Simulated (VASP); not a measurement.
# PtS2 (P1) in VASP: a series of runs, part 2 of 2

VASP 6.6.1.

## 3. Single point, PBEsol (atom 2 (S) moved by (-0.150, +0.300) A along [1 1 0] and z)

INCAR reads:

```
SYSTEM = PtS2
  PREC = Accurate
  ENCUT = 520
  EDIFF = 1E-6
  ISMEAR = 0
  SIGMA = 0.05
  LREAL = .FALSE.
  LASPH = .TRUE.
  NELM = 80
  ALGO = Normal
  ISIF = 2
  LWAVE = .FALSE.
  LCHARG = .FALSE.
  GGA = PS
  NBANDS = 18
```

KPOINTS reads:

```
regular mesh
0
G
  12 12 8
  0 0 0
```

POSCAR reads:

```
PtS2
1.0
    3.5431994758      0.0000000000      0.0000000000
   -1.7715997379      3.0685007567      0.0000000000
    0.0000000000      0.0000000000      5.0388000000
Pt S
1 2
Direct
    0.0000000000      0.0000000000      0.0000000000
    0.2861152013      0.6321005950      0.3095379852
    0.6666666667      0.3333333333      0.7500000000
```

Potentials or basis: VASP PAW PBE potentials, release 64 (Pt, S).

Command:

```console
$ cat potpaw_PBE.64/Pt/POTCAR potpaw_PBE.64/S/POTCAR > POTCAR
$ mpirun -np 1 vasp_std > vasp.out
```

OUTCAR:

```text
SYSTEM = PtS2
   PREC = Accurate
   ENCUT = 520
   EDIFF = 1E-6
   ISMEAR = 0
   LREAL = .FALSE.
   LASPH = .TRUE.
   NELM = 80
   ISIF = 2
   GGA = PS

 ion  position               nearest neighbor table
   1  0.000  0.000  0.000-   3 2.40   3 2.40   3 2.40   2 2.49   2 2.55   2 2.69
   2  0.286  0.632  0.310-   1 2.49   1 2.55   1 2.69
   3  0.667  0.333  0.750-   1 2.40   1 2.40   1 2.40

  LATTYP: Found a hexagonal cell.
 ALAT       =     3.5431994758
 C/A-ratio  =     1.4221045229

  Lattice vectors:

 A1 = (   3.5431994758,   0.0000000000,   0.0000000000)
 A2 = (  -1.7715997379,   3.0685007567,   0.0000000000)
 A3 = (   0.0000000000,   0.0000000000,   5.0388000000)

Analysis of symmetry for initial positions (statically):
=====================================================================
 Subroutine PRICEL returns:
 Original cell was already a primitive cell.

 Routine SETGRP: Setting up the symmetry group for a
 hexagonal supercell.

 Subroutine GETGRP returns: Found  1 space group operations
 (whereof  1 operations were pure point group operations)
 out of a pool of 24 trial point group operations.

The static configuration has the point symmetry C_1 .

Analysis of symmetry for dynamics (positions and initial velocities):
=====================================================================
 Subroutine PRICEL returns:
 Original cell was already a primitive cell.

 Routine SETGRP: Setting up the symmetry group for a
 hexagonal supercell.

 Subroutine GETGRP returns: Found  1 space group operations
 (whereof  1 operations were pure point group operations)
 out of a pool of 24 trial point group operations.

The dynamic configuration has the point symmetry C_1 .

 Subroutine INISYM returns: Found  1 space group operations
 (whereof  1 operations are pure point group operations),
 and found     1 'primitive' translations

----------------------------------------------------------------------------------------

                                     Primitive cell

  volume of cell :      54.7834

  direct lattice vectors                    reciprocal lattice vectors
     3.543199476  0.000000000  0.000000000     0.282230794  0.162946025  0.000000000
    -1.771599738  3.068500757  0.000000000     0.000000000  0.325892049  0.000000000
     0.000000000  0.000000000  5.038800000     0.000000000  0.000000000  0.198459951

  length of vectors
     3.543199476  3.543199476  5.038800000     0.325892049  0.325892049  0.198459951

  position of ions in fractional coordinates (direct lattice)
     0.000000000  0.000000000  0.000000000
     0.286115201  0.632100595  0.309537985
     0.666666667  0.333333333  0.750000000

  ion indices of the primitive-cell ions
   primitive index   ion index
                 1           1
                 2           2
                 3           3

----------------------------------------------------------------------------------------

 KPOINTS: regular mesh

Automatic generation of k-mesh.
 Grid dimensions read from file:
 generate k-points for:   12   12    8

 Generating k-lattice:

  Cartesian coordinates                     Fractional coordinates (reciprocal lattice)
     0.023519233  0.013578835  0.000000000     0.083333333  0.000000000  0.000000000
     0.000000000  0.027157671  0.000000000     0.000000000  0.083333333  0.000000000
     0.000000000  0.000000000  0.024807494     0.000000000  0.000000000  0.125000000

  Length of vectors
     0.027157671  0.027157671  0.024807494

  Shift w.r.t. Gamma in fractional coordinates (k-lattice)
     0.000000000  0.000000000  0.000000000

 Subroutine IBZKPT returns following result:
 ===========================================

 Found    580 irreducible k-points:

 Following reciprocal coordinates:
            Coordinates               Weight
  0.000000  0.000000  0.000000      1.000000
  0.083333  0.000000  0.000000      2.000000
  0.000000  0.083333  0.000000      2.000000
 -0.083333  0.083333  0.000000      2.000000
  0.166667  0.000000  0.000000      2.000000
  0.000000  0.166667  0.000000      2.000000
[... 16 lines left out ...]
  0.166667  0.083333  0.000000      2.000000
 -0.083333  0.250000  0.000000      2.000000
 [... further k-points ...]
   k-points           NKPTS =    580   k-points in BZ     NKDIM =    580   number of bands    NBANDS=     18
   number of dos      NEDOS =    301   number of ions     NIONS =      3
   total plane-waves  NPLWV =  31360
   dimension x,y,z NGX =    28 NGY =   28 NGZ =   40
   dimension x,y,z NGXF=    56 NGYF=   56 NGZF=   80
   ions per type =               1   2
   NGX,Y,Z   is equivalent  to a cutoff of  13.14, 13.14, 13.20 a.u.
   NGXF,Y,Z  is equivalent  to a cutoff of  26.28, 26.28, 26.39 a.u.
 SYSTEM =  PtS2
   PREC   = accura    normal or accurate (medium, high low for compatibility)
   ISTART =      0    job   : 0-new  1-cont  2-samecut
   ICHARG =      2    charge: 1-file 2-atom 10-const
   ISPIN  =      1    spin polarized calculation?
   LNONCOLLINEAR =      F non collinear calculations
   LSORBIT =      F    spin-orbit coupling
   LASPH  =      T    aspherical Exc in radial PAW
   ENCUT  =  520.0 eV  38.22 Ry    6.18 a.u.   6.59  6.59  9.37*2*pi/ulx,y,z
   NELM   =     80;   NELMIN=  2; NELMDL= -5     # of ELM steps
   EDIFF  = 0.1E-05   stopping-criterion for ELM
   LREAL  =      F    real-space projection
   EDIFFG = 0.1E-04   stopping-criterion for IOM
   NSW    =      0    number of steps for IOM
   IBRION =     -1    ionic relax: 0-MD 1-quasi-New 2-CG
   NFREE  =      0    steps in history (QN), initial steepest desc. (CG)
   ISIF   =      2    stress and relaxation
   ISYM   =      2    0-nonsym 1-usesym 2-fastsym
   POTIM  = 0.5000    time-step for ionic-motion
   TEBEG  =    0.0;   TEEND  =   0.0 temperature during run
   PSTRESS=    0.0 pullay stress
   NELECT =      22.0000    total number of electrons
   NUPDOWN=      -1.0000    fix difference up-down
   EMIN   =  10.00;   EMAX   =-10.00  energy-range for DOS
   EFERMI =   0.00;   METHOD = LEGACY
   ISMEAR =     0;   SIGMA  =   0.05  broadening in eV -4-tet -1-fermi 0-gaus
   EFERMI_NEDOS =   21; number of points for ismear=-14 and -15
   IALGO  =     38    algorithm
   IMIX   =      4    mixing-type and parameters
     AMIX     =   0.40;   BMIX     =  1.00
     AMIX_MAG =   1.60;   BMIX_MAG =  1.00
  volume/ion in A,a.u.               =      18.26       123.23
  Fermi-wavevector in a.u.,A,eV,Ry     =   1.207812  2.282434 19.848319  1.458810
  Thomas-Fermi vector in A             =   2.343439
   LORBIT       =      0    0 simple, 1 ext, 2 COOP (PROOUT), +10 PAW based schemes
   GGA     = PS    functional components
   LHFCALC =     F    Hartree Fock is set to
   AEXX    =    0.0000 exact exchange contribution
   IVDW    =     0    specifies the selected vdW correction
   LEPSILON=     F    determine dielectric tensor
   LRPA    =     F    only Hartree local field effects (RPA)
 non-spin polarized calculation
 Gauss-broadening in eV      SIGMA  =   0.05
  energy-cutoff  :      520.00
  volume of cell :       54.78
 maximum number of plane-waves:      1507
   NGX = 13   NGY = 13   NGZ = 19

 number of electron      22.0000001 magnetization

 Free energy of the ion-electron system (eV)
  ---------------------------------------------------
  ext. energy  EPLUGINS =         0.00000000
  ---------------------------------------------------
  free energy    TOTEN  =       -16.38577269 eV

  energy without entropy =      -16.38523090  energy(sigma->0) =      -16.38550180

 E-fermi :   6.7974     XC(G=0): -11.0088

 val. band max:        6.7926448482   @ k =  -0.3333  -0.1667   0.1250
 cond. band min:       6.7986664341   @ k =   0.1667  -0.1667   0.2500
 fundamental gap:      0.0060215859
 Fermi energy:         6.7973533161

 k-point     1 :       0.0000    0.0000    0.0000
  band No.  band energies     occupation
      1      -8.3212      2.00000
      2      -5.4826      2.00000
      3      -0.3674      2.00000
      4       0.9080      2.00000
      5       1.0022      2.00000
      6       3.2051      2.00000
[... 10 lines left out ...]
     17      15.1414      0.00000
     18      18.6337      0.00000
[... 463 lines left out ...]
 k-point    24 :      -0.0833    0.2500    0.0000
  band No.  band energies     occupation
      1      -7.7939      2.00000
      2      -5.6052      2.00000
      3       0.2969      2.00000
      4       1.1230      2.00000
      5       1.2502      2.00000
      6       2.3535      2.00000
[... 10 lines left out ...]
     17      15.3639      0.00000
     18      16.0415      0.00000

 [... further k-points ...]

------------------------ aborting loop because EDIFF is reached ----------------------------------------

  FORCE on cell =-STRESS in cart. coord.  units (eV):
  Direction    XX          YY          ZZ          XY          YZ          ZX
  --------------------------------------------------------------------------------------
  -------------------------------------------------------------------------------------
  Total       -2.7384888     -2.6294075     -5.3559148      0.0401901      0.3926930      0.2596158
  in kB      -80.0889492    -76.8987937   -156.6373334      1.1753863     11.4845709      7.5926392
  external PRESSURE =    -104.5416921 kB  Pullay stress =       0.0000000 kB

 VOLUME and BASIS-vectors are now :
 -----------------------------------------------------------------------------
  energy-cutoff  :      520.00
  volume of cell :       54.78
      direct lattice vectors                 reciprocal lattice vectors
     3.543199476  0.000000000  0.000000000     0.282230794  0.162946025  0.000000000
    -1.771599738  3.068500757  0.000000000     0.000000000  0.325892049  0.000000000
     0.000000000  0.000000000  5.038800000     0.000000000  0.000000000  0.198459951

 POSITION                                       TOTAL-FORCE (eV/Angst)
 -----------------------------------------------------------------------------------
      0.00000      0.00000      0.00000        -0.369400     -0.424072      1.647695
     -0.10607      1.93960      1.55970         0.293303      0.382473     -2.546592
      1.77160      1.02283      3.77910         0.076097      0.041599      0.898897
 -----------------------------------------------------------------------------------
    total drift:                               -0.000025     -0.000095      0.000110

  FREE ENERGIE OF THE ION-ELECTRON SYSTEM (eV)
  ---------------------------------------------------
  free  energy   TOTEN  =       -16.3857726901 eV

  energy  without entropy=      -16.3852309025  energy(sigma->0) =      -16.38550180
```

It took 3.5 min on 1 thread of Intel Xeon 6975P-C (Granite Rapids), shared host; peak memory 0.61 GiB.

Results:

```yaml
Free_energy: -16.3858 eV
Pressure: -10.5 GPa
Largest_force: 2.592 eV/Å
Band_gap_on_the_k_mesh: zero (bands 11 and 12 overlap by 0.31 eV)
```

Forces on the atoms (eV/Å):
```
Pt  -0.369 -0.424  1.648
S    0.293  0.382 -2.547
S    0.076  0.042  0.899
```

Caveat: the cell differs from its parent crystal (atom 2 (S) moved by (-0.150, +0.300) A along [1 1 0] and z); the cell stands under tension; the PAW data sets were made with another functional, which shifts forces and pressure a little; spin-orbit coupling is left out, which moves the levels of the heavy elements.

## 4. Single point, PBEsol (atom 2 (S) moved by (-0.300, +0.300) A along [1 1 0] and z)

INCAR reads:

```
SYSTEM = PtS2
  ALGO = Normal
  EDIFF = 1E-6
  ENCUT = 520
  GGA = PS
  ISIF = 2
  ISMEAR = 0
  LASPH = .TRUE.
  LCHARG = .FALSE.
  LREAL = .FALSE.
  LWAVE = .FALSE.
  NBANDS = 18
  NELM = 100
  PREC = Accurate
  SIGMA = 0.05
```

KPOINTS reads:

```
k-points
0
G
  12 12 8
  0 0 0
```

POSCAR, as its differences from that of step 3:

```diff
@@ -9,3 +9,3 @@
     0.0000000000      0.0000000000      0.0000000000
-    0.2861152013      0.6321005950      0.3095379852
+    0.2388970692      0.5975345233      0.3095379852
     0.6666666667      0.3333333333      0.7500000000
```

Command:

```console
$ cat potpaw_PBE.64/Pt/POTCAR potpaw_PBE.64/S/POTCAR > POTCAR
$ mpirun -np 1 vasp_std > vasp.out
```

Run time: 3.5 min. Hardware: 1 thread of Intel Xeon 6975P-C (Granite Rapids), shared host; peak memory 0.61 GiB.

The run converged. Its results:

- Free energy: -16.2873 eV
- Pressure: -9.2 GPa
- Largest force: 2.295 eV/Å
- Band gap on the k mesh: zero (bands 11 and 12 overlap by 0.22 eV)

Forces on the atoms (eV/Å):
```
Pt  -0.632 -0.843  1.391
S    0.404  0.748 -2.132
S    0.228  0.096  0.741
```

Stress tensor (GPa, compression positive):
```
 -6.88   0.73   0.77
  0.73  -6.25   2.26
  0.77   2.26 -14.37
```

Levels at points of the mesh, in eV from the Fermi level:
| k point | band 8 | band 9 | band 10 | band 11 | band 12 | band 13 | band 14 | band 15 |
| --- | --- | --- | --- | --- | --- | --- | --- | --- |
| (0.00, 0.00, 0.00) | -2.67 | -1.05 | -0.30 | 0.12 | 0.83 | 1.47 | 4.13 | 4.89 |
| (0.50, 0.00, 0.00) | -3.18 | -2.93 | -2.66 | -2.02 | 0.12 | 2.26 | 5.61 | 6.48 |
| (0.00, 0.50, 0.00) | -3.08 | -2.78 | -2.62 | -2.13 | 1.07 | 1.82 | 4.86 | 5.97 |
| (0.50, 0.50, 0.00) | -3.18 | -2.75 | -2.61 | -2.04 | 0.79 | 1.75 | 5.26 | 6.11 |
| (0.00, 0.00, 0.50) | -3.11 | -1.61 | -1.22 | -1.05 | 1.84 | 2.05 | 5.42 | 6.72 |
| (0.50, 0.00, 0.50) | -2.74 | -2.27 | -2.03 | -1.12 | 0.78 | 1.78 | 4.05 | 4.67 |
| (0.00, 0.50, 0.50) | -2.83 | -2.45 | -1.79 | -1.23 | 0.28 | 1.64 | 4.83 | 5.42 |
| (0.50, 0.50, 0.50) | -2.77 | -2.44 | -1.81 | -1.04 | 0.24 | 1.79 | 4.53 | 5.20 |

Caveat: the cell differs from its parent crystal (atom 2 (S) moved by (-0.300, +0.300) A along [1 1 0] and z); the cell stands under tension; the PAW data sets were made with another functional, which shifts forces and pressure a little; spin-orbit coupling is left out, which moves the levels of the heavy elements.

## 5. Summary

```csv
cell,gap on the mesh (eV),pressure (GPa),largest force (eV/Å)
"as given, atomic positions A",none,-8.7,2.44
"as given, atomic positions B",none,-10.5,2.59
"as given, atomic positions C",none,-9.2,2.29
```

Alike in all rows: task single point; level PBEsol; potentials or basis VASP PAW PBE potentials, release 64 (Pt, S); no spin polarisation; k mesh 12 × 12 × 8; cutoff (eV) 520; smearing gaussian 0.05 eV.

Caveats: the cell stands under tension; the PAW data sets were made with another functional, which shifts forces and pressure a little; spin-orbit coupling is left out, which moves the levels of the heavy elements.

Absolute energies hang on the potentials; compare differences alone.
